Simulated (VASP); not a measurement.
Wanted: the native input for a VASP 6.6.1 run.

* Task: relaxation of cell and atoms
* Functional: PBEsol
* Potentials or basis: VASP PAW PBE potentials, release 64 (Ti_sv)
* Cutoff: 600 eV
* k mesh: 14 × 14 × 14
* Occupations: fermi-dirac, width 0.08 eV
* Spin: no spin polarisation
* Dipole correction: no
* Further INCAR settings: ALGO = Normal; EDIFF = 1e-07; IBRION = 2; EDIFFG = -0.005; NSW = 60; ISIF = 3

The structure of Ti lies in POSCAR:

```
Ti
1.0
    2.6242136420      0.0000000000      0.0000000000
    0.0000000000      2.6242136420      0.0000000000
    0.0000000000      0.0000000000      2.6242136420
Ti
1
Direct
    0.0000000000      0.0000000000      0.0000000000
```

One way to write it, as run:

INCAR

```
PREC     = Accurate       # precision mode
ENCUT    = 600            # plane-wave cutoff, eV
EDIFF    = 1E-7           # SCF threshold, eV
ISMEAR   = -1             # smearing method
SIGMA    = 0.08           # smearing width, eV
LREAL    = F              # projectors in reciprocal space
LASPH    = T              # aspherical terms in the spheres
NELM     = 80             # most SCF steps
ALGO     = Normal         # electronic algorithm
ISIF     = 3              # what is computed and relaxed
LWAVE    = F              # write WAVECAR
LCHARG   = F              # write CHGCAR
GGA      = PS             # functional
IBRION   = 2              # ionic algorithm
NSW      = 60             # ionic steps
EDIFFG   = -0.005         # ionic threshold
```

KPOINTS

```
Automatic mesh
0
Gamma
  14 14 14
```

Potentials or basis: VASP PAW PBE potentials, release 64 (Ti_sv).

The run is started by

```bash
$ cat potpaw_PBE.64/Ti_sv/POTCAR > POTCAR
$ mpirun -np 1 vasp_std > vasp.out
```

Results of the run:

- Relaxed volume: 17.46 Å³/atom
- Relaxed cell: a = 2.594 Å, b = 2.594 Å, c = 2.594 Å, α = 90.00°, β = 90.00°, γ = 90.00°
- Space group after relaxing (to 0.05 Å): Pm-3m (No. 221)
- Energy gained by relaxing: 5.3 meV/atom
- Ionic steps: 3
- Pressure after relaxing: 0.0 GPa
- Band gap on the k mesh: zero (band 6 reaches 8.64 eV, above the bottom of band 7 at 6.55 eV)

Caveat: the PAW data sets were made with another functional, which shifts forces and pressure a little.

Wall time 2.3 min on 1 thread of AMD EPYC 7R13, on a shared host, peak memory 0.13 GiB.
